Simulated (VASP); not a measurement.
Runs of VASP 6.6.1 on Si3N4. The structure is that of space group Fd-3m (No. 227), or close to it. The cells are those of the table. 

| task | cell | gap on the mesh (eV) | pressure (GPa) | largest force (eV/Å) |
| --- | --- | --- | --- | --- |
| relaxation of the atoms | atoms relaxed from a = 5.583 Å, angles 60.0°, 14 atoms | 3.06 | -15.6 | - |
| single point | a = 5.653 Å, angles 60.0°, 14 atoms | 2.93 | -23.8 | 0.01 |
| single point | a = 5.420 Å, angles 60.0°, 14 atoms | 3.40 | 10.3 | 0.01 |
| single point | a = 5.306 Å, angles 60.0°, 14 atoms | (a) | 35.7 | 0.01 |
| single point | a = 5.476 Å, angles 60.0°, 14 atoms | 3.28 | 0.3 | 0.01 |
| single point | a = 5.247 Å, angles 60.0°, 14 atoms | 3.78 | (c) | 0.01 |
| relaxation of the atoms | atoms relaxed from a = 5.364 Å, angles 60.0°, 14 atoms | 3.52 | 22.0 | - |
| single point | a = 5.583 Å, angles 60.0°, 14 atoms | 3.06 | -15.6 | 0.01 |
| relaxation of the atoms | atoms relaxed from a = 5.653 Å, angles 60.0°, 14 atoms | 2.93 | -23.8 | - |
| single point | a = 5.364 Å, angles 60.0°, 14 atoms | 3.52 | 22.0 | 0.01 |
| single point | a = 5.530 Å, angles 60.0°, 14 atoms | (b) | -8.3 | 0.01 |

Alike in all rows: level PBEsol; potentials or basis VASP PAW PBE potentials, release 64 (Si, N); no spin polarisation; k mesh 6 × 6 × 6; cutoff (eV) 520; smearing gaussian 0.02 eV.

Question: Estimate the missing entries.

Answer: (a) 3.65; (b) 3.17; (c) 51.6.

Caveats: the PAW data sets were made with another functional, which shifts forces and pressure a little; the cell stands under pressure (at least some runs); the cell stands under tension (at least some runs).

A k mesh can miss the band edges.
